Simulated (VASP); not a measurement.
# BaTiO3 (Amm2) in VASP: a series of runs

The runs below take BaTiO3 through single point, with r2SCAN+U.

Program: VASP 6.6.1. These are calculated values, not measurements. Logs are shortened: lines on timing, memory, paths and dates and some standing lists are left out, and cuts for length are marked.

## Step 1: The cell of the first run

It takes space group Amm2 (No. 38, orthorhombic). The conventional cell has a = 3.991 Å, b = 5.667 Å, c = 5.674 Å, α = 90.00°, β = 90.00°, γ = 90.00°. Ba (site symmetry mm2) has 12 O at 2.79 to 2.88 Å and 8 Ti at 3.43 to 3.50 Å within 3.7 Å. Ti (site symmetry mm2) has 6 O at 1.92 to 2.09 Å within 2.5 Å. O (site symmetry m) has 2 Ti at 1.92 to 2.09 Å within 2.5 Å. Within 2.6 Å of O (site symmetry mm2) lie 2 Ti at 2.00 Å.

## Step 2: Single point, r2SCAN+U

The input, POSCAR:

```
BaTiO3
1.0
    3.9910782533      0.0000000000      0.0000000000
    0.0000000000      2.8332620841      2.8368303925
    0.0000000000     -2.8332620841      2.8368303925
Ba Ti O
1 1 3
Direct
    0.0000000000      0.0001045699      0.0001045699
    0.5000000000      0.5077729063      0.5077729063
    0.5000000000      0.9869960021      0.4927079419
    0.5000000000      0.4927079419      0.9869960021
    0.0000000000      0.4923185798      0.4923185798
```

The input, INCAR.step1:

```
PREC = Accurate
ENCUT = 520
ISMEAR = 0
SIGMA = 0.02
LREAL = F
LASPH = T
NELM = 150
LMAXMIX = 4
LDAU = T
LDAUTYPE = 2
LDAUL = -1 2 -1
LDAUU = 0 4 0
LDAUJ = 0 0 0
NBANDS = 28
GGA = PE
ALGO = Normal
EDIFF = 1E-4
LWAVE = T
LCHARG = F
```

The input, INCAR.step2:

```
PREC = Accurate
ENCUT = 520
EDIFF = 1E-7
ISMEAR = 0
SIGMA = 0.02
LREAL = F
LASPH = T
NELM = 150
ALGO = Normal
ISIF = 2
LWAVE = F
LCHARG = T
LMAXMIX = 4
LDAU = T
LDAUTYPE = 2
LDAUL = -1 2 -1
LDAUU = 0 4 0
LDAUJ = 0 0 0
LDAUPRINT = 1
METAGGA = R2SCAN
LMIXTAU = T
LELF = T
LVHAR = T
NBANDS = 28
ISTART = 1
```

The input, KPOINTS:

```
Automatic mesh
0
Gamma
  6 6 6
```

Potentials or basis: VASP PAW PBE potentials, release 64 (Ba_sv, Ti_sv, O).

The run is started by

```
$ cat potpaw_PBE.64/Ba_sv/POTCAR potpaw_PBE.64/Ti_sv/POTCAR potpaw_PBE.64/O/POTCAR > POTCAR
$ cp INCAR.step1 INCAR
$ mpirun -np 1 vasp_std > vasp.out
$ cp INCAR.step2 INCAR
$ mpirun -np 1 vasp_std > vasp.out
```

OUTCAR:

```text
PREC = Accurate
   ENCUT = 520
   EDIFF = 1E-7
   ISMEAR = 0
   LREAL = F
   LASPH = T
   NELM = 150
   ISIF = 2
   METAGGA = R2SCAN
   ISTART = 1

 ion  position               nearest neighbor table
   1  0.000  0.000  0.000-   5 2.79   4 2.81   3 2.81   3 2.81   4 2.81   5 2.83   5 2.83   4 2.85
                             3 2.85   3 2.85   4 2.85   5 2.88   2 3.43   2 3.43   2 3.47   2 3.47
   2  0.500  0.508  0.508-   3 1.92   4 1.92   5 2.00   5 2.00   3 2.09   4 2.09   1 3.43   1 3.43
                             1 3.47   1 3.47   1 3.47   1 3.47   1 3.50   1 3.50
   3  0.500  0.987  0.493-   2 1.92   2 2.09   1 2.81   1 2.81   1 2.85   1 2.85
   4  0.500  0.493  0.987-   2 1.92   2 2.09   1 2.81   1 2.81   1 2.85   1 2.85
   5  0.000  0.492  0.492-   2 2.00   2 2.00   1 2.79   1 2.83   1 2.83   1 2.88

  LATTYP: Found a base centered orthorhombic cell.
 ALAT       =     5.6665241682
 B/A-ratio  =     1.0012594346
 C/A-ratio  =     0.7043256386

  Lattice vectors:

 A1 = (   0.0000000000,   2.8332620841,  -2.8368303925)
 A2 = (   0.0000000000,   2.8332620841,   2.8368303925)
 A3 = (   3.9910782533,   0.0000000000,   0.0000000000)

Analysis of symmetry for initial positions (statically):
=====================================================================
 Subroutine PRICEL returns:
 Original cell was already a primitive cell.

 Routine SETGRP: Setting up the symmetry group for a
 base centered orthorhombic supercell.

 Subroutine GETGRP returns: Found  4 space group operations
 (whereof  4 operations were pure point group operations)
 out of a pool of  8 trial point group operations.

The static configuration has the point symmetry C_2v.

Analysis of symmetry for dynamics (positions and initial velocities):
=====================================================================
 Subroutine PRICEL returns:
 Original cell was already a primitive cell.

 Routine SETGRP: Setting up the symmetry group for a
 base centered orthorhombic supercell.

 Subroutine GETGRP returns: Found  4 space group operations
 (whereof  4 operations were pure point group operations)
 out of a pool of  8 trial point group operations.

The dynamic configuration has the point symmetry C_2v.

 Subroutine INISYM returns: Found  4 space group operations
 (whereof  4 operations are pure point group operations),
 and found     1 'primitive' translations

----------------------------------------------------------------------------------------

                                     Primitive cell

  volume of cell :      64.1565

  direct lattice vectors                    reciprocal lattice vectors
     3.991078253  0.000000000  0.000000000     0.250558856  0.000000000  0.000000000
     0.000000000  2.833262084  2.836830393     0.000000000  0.176475026  0.176253047
     0.000000000 -2.833262084  2.836830393     0.000000000 -0.176475026  0.176253047

  length of vectors
     3.991078253  4.009361634  4.009361634     0.250558856  0.249416462  0.249416462

  position of ions in fractional coordinates (direct lattice)
     0.000000000  0.000104570  0.000104570
     0.500000000  0.507772906  0.507772906
     0.500000000  0.986996002  0.492707942
     0.500000000  0.492707942  0.986996002
     0.000000000  0.492318580  0.492318580

  ion indices of the primitive-cell ions
   primitive index   ion index
                 1           1
                 2           2
                 3           3
                 4           4
                 5           5
[... 52 lines left out ...]
  0.500000  0.333333  0.166667      4.000000
 [... further k-points ...]
   k-points           NKPTS =     52   k-points in BZ     NKDIM =     52   number of bands    NBANDS=     28
   number of dos      NEDOS =    301   number of ions     NIONS =      5
   total plane-waves  NPLWV =  27000
   dimension x,y,z NGX =    30 NGY =   30 NGZ =   30
   dimension x,y,z NGXF=    60 NGYF=   60 NGZF=   60
   ions per type =               1   1   3
   NGX,Y,Z   is equivalent  to a cutoff of  12.50, 12.44, 12.44 a.u.
   NGXF,Y,Z  is equivalent  to a cutoff of  24.99, 24.88, 24.88 a.u.
 SYSTEM =  unknown system
   PREC   = accura    normal or accurate (medium, high low for compatibility)
   ISTART =      1    job   : 0-new  1-cont  2-samecut
   ICHARG =      0    charge: 1-file 2-atom 10-const
   ISPIN  =      1    spin polarized calculation?
   LNONCOLLINEAR =      F non collinear calculations
   LSORBIT =      F    spin-orbit coupling
   LASPH  =      T    aspherical Exc in radial PAW
   ENCUT  =  520.0 eV  38.22 Ry    6.18 a.u.   7.42  7.45  7.45*2*pi/ulx,y,z
   NELM   =    150;   NELMIN=  2; NELMDL=  0     # of ELM steps
   EDIFF  = 0.1E-06   stopping-criterion for ELM
   LREAL  =      F    real-space projection
   EDIFFG = 0.1E-05   stopping-criterion for IOM
   NSW    =      0    number of steps for IOM
   IBRION =     -1    ionic relax: 0-MD 1-quasi-New 2-CG
   NFREE  =      0    steps in history (QN), initial steepest desc. (CG)
   ISIF   =      2    stress and relaxation
   ISYM   =      2    0-nonsym 1-usesym 2-fastsym
   POTIM  = 0.5000    time-step for ionic-motion
   TEBEG  =    0.0;   TEEND  =   0.0 temperature during run
   PSTRESS=    0.0 pullay stress
   NELECT =      40.0000    total number of electrons
   NUPDOWN=      -1.0000    fix difference up-down
   EMIN   =  10.00;   EMAX   =-10.00  energy-range for DOS
   EFERMI =   0.00;   METHOD = LEGACY
   ISMEAR =     0;   SIGMA  =   0.02  broadening in eV -4-tet -1-fermi 0-gaus
   EFERMI_NEDOS =   21; number of points for ismear=-14 and -15
   IALGO  =     38    algorithm
   IMIX   =      4    mixing-type and parameters
     AMIX     =   0.40;   BMIX     =  1.00
     AMIX_MAG =   1.60;   BMIX_MAG =  1.00
  volume/ion in A,a.u.               =      12.83        86.59
  Fermi-wavevector in a.u.,A,eV,Ry     =   1.398561  2.642897 26.612622  1.955973
  Thomas-Fermi vector in A             =   2.521707
   LORBIT       =      0    0 simple, 1 ext, 2 COOP (PROOUT), +10 PAW based schemes
 LDA+U is selected, type is set to LDAUTYPE =  2
   angular momentum for each species LDAUL =    -1    2   -1
   U (eV)           for each species LDAUU =   0.0  4.0  0.0
   J (eV)           for each species LDAUJ =   0.0  0.0  0.0
   METAGGA = R2SCAN    functional components
   LHFCALC =     F    Hartree Fock is set to
   AEXX    =    0.0000 exact exchange contribution
   IVDW    =     0    specifies the selected vdW correction
   LEPSILON=     F    determine dielectric tensor
   LRPA    =     F    only Hartree local field effects (RPA)
 non-spin polarized calculation
 Gauss-broadening in eV      SIGMA  =   0.02
  energy-cutoff  :      520.00
  volume of cell :       64.16
 maximum number of plane-waves:      1751
 NGX is ok and might be reduce to    30
   NGX = 15   NGY = 15   NGZ = 15

atom =   2  type =  2  l = 2

 onsite density matrix

spin component  1

  0.0971  0.0000  0.0000  0.0000  0.0000
  0.0000  0.2381  0.0000  0.0000  0.0000
  0.0000  0.0000  0.1308  0.0000 -0.0575
  0.0000  0.0000  0.0000  0.0966  0.0000
  0.0000  0.0000 -0.0575  0.0000  0.2037

spin component  2

  0.0971  0.0000  0.0000  0.0000  0.0000
  0.0000  0.2381  0.0000  0.0000  0.0000
  0.0000  0.0000  0.1308  0.0000 -0.0575
  0.0000  0.0000  0.0000  0.0966  0.0000
  0.0000  0.0000 -0.0575  0.0000  0.2037

 occupancies and eigenvectors

  o =  0.0966  v =  0.0000  0.0000  0.0000  1.0000  0.0000  0.0000  0.0000  0.0000  0.0000  0.0000      0.0000  0.0000  0.0000  0.0000  0.0000  0.0000  0.0000  0.0000  0.0000  0.0000
  o =  0.0966  v =  0.0000  0.0000  0.0000  0.0000  0.0000  0.0000  0.0000  0.0000  1.0000  0.0000      0.0000  0.0000  0.0000  0.0000  0.0000  0.0000  0.0000  0.0000  0.0000  0.0000
  o =  0.0971  v =  1.0000  0.0000  0.0000  0.0000  0.0000  0.0000  0.0000  0.0000  0.0000  0.0000      0.0000  0.0000  0.0000  0.0000  0.0000  0.0000  0.0000  0.0000  0.0000  0.0000
  o =  0.0971  v =  0.0000  0.0000  0.0000  0.0000  0.0000  1.0000  0.0000  0.0000  0.0000  0.0000      0.0000  0.0000  0.0000  0.0000  0.0000  0.0000  0.0000  0.0000  0.0000  0.0000
  o =  0.0992  v =  0.0000  0.0000 -0.8761  0.0000 -0.4821  0.0000  0.0000  0.0000  0.0000  0.0000      0.0000  0.0000  0.0000  0.0000  0.0000  0.0000  0.0000  0.0000  0.0000  0.0000
  o =  0.0992  v =  0.0000  0.0000  0.0000  0.0000  0.0000  0.0000  0.0000 -0.8761  0.0000 -0.4821      0.0000  0.0000  0.0000  0.0000  0.0000  0.0000  0.0000  0.0000  0.0000  0.0000
  o =  0.2353  v =  0.0000  0.0000  0.0000  0.0000  0.0000  0.0000  0.0000 -0.4821  0.0000  0.8761      0.0000  0.0000  0.0000  0.0000  0.0000  0.0000  0.0000  0.0000  0.0000  0.0000
  o =  0.2353  v =  0.0000  0.0000 -0.4821  0.0000  0.8761  0.0000  0.0000  0.0000  0.0000  0.0000      0.0000  0.0000  0.0000  0.0000  0.0000  0.0000  0.0000  0.0000  0.0000  0.0000
  o =  0.2381  v =  0.0000  0.0000  0.0000  0.0000  0.0000  0.0000  1.0000  0.0000  0.0000  0.0000      0.0000  0.0000  0.0000  0.0000  0.0000  0.0000  0.0000  0.0000  0.0000  0.0000
  o =  0.2381  v =  0.0000  1.0000  0.0000  0.0000  0.0000  0.0000  0.0000  0.0000  0.0000  0.0000      0.0000  0.0000  0.0000  0.0000  0.0000  0.0000  0.0000  0.0000  0.0000  0.0000

 number of electron      39.9999998 magnetization

 Free energy of the ion-electron system (eV)
  ---------------------------------------------------
  ext. energy  EPLUGINS =         0.00000000
  ---------------------------------------------------
  free energy    TOTEN  =       -71.63707441 eV

  energy without entropy =      -71.63707441  energy(sigma->0) =      -71.63707441

 E-fermi :   3.8740     XC(G=0): -11.9166

 val. band max:        3.6596277853   @ k =   0.5000   0.5000   0.5000
 cond. band min:       6.4509980354   @ k =   0.0000   0.0000   0.0000
 fundamental gap:      2.7913702501
 Fermi energy:         3.8740077406

 k-point     1 :       0.0000    0.0000    0.0000
  band No.  band energies     occupation
      1     -56.1951      2.00000
      2     -31.3186      2.00000
      3     -31.3162      2.00000
      4     -31.3024      2.00000
      5     -21.8293      2.00000
      6     -14.2530      2.00000
[... 733 lines left out ...]
     27      12.4625      0.00000
     28      12.9281      0.00000

 [... further k-points ...]
[... 5 lines left out ...]
  --------------------------------------------------------------------------------------
  -------------------------------------------------------------------------------------
  Total        1.9329421      2.0334539      1.9631305      0.0000000      0.0000000      0.0000000
  in kB       48.2713085     50.7813873     49.0252016      0.0000000      0.0000000      0.0000000
  external PRESSURE =      49.3592992 kB  Pullay stress =       0.0000000 kB

 VOLUME and BASIS-vectors are now :
 -----------------------------------------------------------------------------
  energy-cutoff  :      520.00
  volume of cell :       64.16
      direct lattice vectors                 reciprocal lattice vectors
     3.991078253  0.000000000  0.000000000     0.250558856  0.000000000  0.000000000
     0.000000000  2.833262084  2.836830393     0.000000000  0.176475026  0.176253047
     0.000000000 -2.833262084  2.836830393     0.000000000 -0.176475026  0.176253047

 POSITION                                       TOTAL-FORCE (eV/Angst)
 -----------------------------------------------------------------------------------
      0.00000      0.00000      0.00059         0.000000      0.000000     -0.016263
      1.99554      0.00000      2.88093         0.000000      0.000000     -0.439780
      1.99554      1.40045      4.19767         0.000000      0.222051      0.225344
      1.99554     -1.40045      4.19767         0.000000     -0.222051      0.225344
      0.00000      0.00000      2.79325         0.000000      0.000000      0.005356
 -----------------------------------------------------------------------------------
    total drift:                                0.000000     -0.000001      0.009054

  FREE ENERGIE OF THE ION-ELECTRON SYSTEM (eV)
  ---------------------------------------------------
  free  energy   TOTEN  =       -71.6370744123 eV

  energy  without entropy=      -71.6370744123  energy(sigma->0) =      -71.63707441
```

Wall time 6 min (1 thread of Intel Xeon 6975P-C, shared host); peak memory 0.24 GiB.

What came out:

```
Free energy            : -71.6371 eV
Pressure               : 4.9 GPa
Largest force          : 0.440 eV/Å
Band gap on the k mesh : 2.79 eV, indirect (least direct gap 3.07 eV)
```

Forces in eV/Å, atoms in the order of the input:
```
Ba   0.000  0.000 -0.016
Ti   0.000  0.000 -0.440
O    0.000  0.222  0.225
O    0.000 -0.222  0.225
O    0.000  0.000  0.005
```

Levels at points of the mesh, in eV from the valence-band top:
```tsv
k point	band 17	band 18	band 19	band 20	band 21	band 22	band 23	band 24
(0.00, 0.00, 0.00)	-1.15	-0.30	-0.28	-0.27	2.79	2.83	2.86	4.38
(0.50, 0.00, 0.00)	-1.70	-1.66	-0.94	-0.91	3.03	4.38	4.42	4.46
(0.00, 0.50, 0.00)	-1.76	-1.70	-0.87	-0.83	2.98	4.38	4.43	4.43
(0.50, 0.50, 0.00)	-1.93	-0.92	-0.92	-0.09	4.45	4.46	4.89	5.15
(0.00, 0.50, 0.50)	-1.91	-0.92	-0.90	-0.14	4.44	4.45	4.87	5.22
(0.50, 0.50, 0.50)	-2.33	-0.05	-0.01	0.00	5.10	5.10	5.14	7.24
```

Eigenvalues of the final occupation matrices:
```
    site  spin  trace               eigenvalues
site 2 d     1   0.77  0.10 0.10 0.10 0.24 0.24
site 2 d     2   0.77  0.10 0.10 0.10 0.24 0.24
```

Caveat: the PAW data sets were made with another functional, which shifts forces and pressure a little; spin-orbit coupling is left out, which moves the levels of the heavy elements. A k mesh can miss the band edges.

(Part 1 of 2 ends here.)
